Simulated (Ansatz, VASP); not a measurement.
## Two plane-wave programs on ScAl3

The input POSCAR:

```
ScAl3
1.0
    4.0878065700      0.0000000000      0.0000000000
    0.0000000000      4.0878065700      0.0000000000
    0.0000000000      0.0000000000      4.0878065700
Sc Al
1 3
Direct
    0.0000000000      0.0000000000      0.0000000000
    0.5000000000      0.5000000000      0.0000000000
    0.0000000000      0.5000000000      0.5000000000
    0.5000000000      0.0000000000      0.5000000000
```

The input INCAR.step1:

```
SYSTEM = ScAl3
PREC     = Accurate       ! precision mode
ENCUT    = 520            ! plane-wave cutoff, eV
EDIFF    = 1E-5           ! SCF threshold, eV
ISMEAR   = -1             ! smearing method
SIGMA    = 0.05           ! smearing width, eV
LREAL    = .FALSE.        ! projectors in reciprocal space
LASPH    = .TRUE.         ! aspherical terms in the spheres
NELM     = 100            ! most SCF steps
ALGO     = Normal         ! electronic algorithm
ISIF     = 2              ! what is computed and relaxed
LWAVE    = .TRUE.         ! write WAVECAR
LCHARG   = .FALSE.        ! write CHGCAR
NBANDS   = 18             ! bands
GGA      = PE             ! functional
```

File INCAR.step2:

```
SYSTEM = ScAl3
PREC     = Accurate       ! precision mode
ENCUT    = 520            ! plane-wave cutoff, eV
EDIFF    = 1E-6           ! SCF threshold, eV
ISMEAR   = -1             ! smearing method
SIGMA    = 0.05           ! smearing width, eV
LREAL    = .FALSE.        ! projectors in reciprocal space
LASPH    = .TRUE.         ! aspherical terms in the spheres
NELM     = 100            ! most SCF steps
ALGO     = Normal         ! electronic algorithm
ISIF     = 2              ! what is computed and relaxed
LWAVE    = .FALSE.        ! write WAVECAR
LCHARG   = .FALSE.        ! write CHGCAR
GGA      = PE             ! functional
LHFCALC  = .TRUE.         ! exact exchange
HFSCREEN = 0.2079         ! screening, 1/A
PRECFOCK = Normal       
NBANDS   = 18             ! bands
ISTART   = 1
```

Contents of KPOINTS:

```
Automatic mesh
0
G
  4 4 4
  0 0 0
```

input.yaml

```yaml
crystal:
  lattice:
    - [4.08780657, 0.0, 0.0]
    - [0.0, 4.08780657, 0.0]
    - [0.0, 0.0, 4.08780657]
  atoms:
    - { symbol: Sc, position: [0.0, 0.0, 0.0] }
    - { symbol: Al, position: [0.5, 0.5, 0.0] }
    - { symbol: Al, position: [0.0, 0.5, 0.5] }
    - { symbol: Al, position: [0.5, 0.0, 0.5] }
hamiltonian:
  xc: hse06
  pseudopotentials: { kind: paw }
kpoints:
  mp_grid: { grid: [4, 4, 4] }
scf:
  occupations: { method: fermi_dirac, width: 0.05 }
  n_extra_bands: 10
output:
  forces: true
  stress: true
  eigenvalues: true
  dos: { projected: true, de: 0.05 }
  write_density: true
  write_potential: true
  elf: true
  volumetric_format: npy
```

Alike in both runs: functional HSE06; k mesh 4 × 4 × 4; occupations fermi-dirac, width 0.05 eV; no spin polarisation.

|  | VASP | Ansatz |
| --- | --- | --- |
| version | VASP 6.6.1 | Ansatz 0.2.0 |
| potentials or method | VASP PAW PBE potentials, release 64 (Sc_sv, Al) | Ansatz PAW |
| plane-wave cutoff (eV) | 520 | 420 |
| valence electrons in the cell | 20 | 20 |
| task | single point | projected density of states |

```tsv
	VASP	Ansatz	Ansatz less VASP
gap on the k mesh at the Fermi level (eV)	none	none	-
pressure (GPa)	0.4	0.4	-0.04
```

A gap of «none» marks a metal or a gap that the smearing closes.

The k mesh is coarse, so the values compare programs but aren't converged.
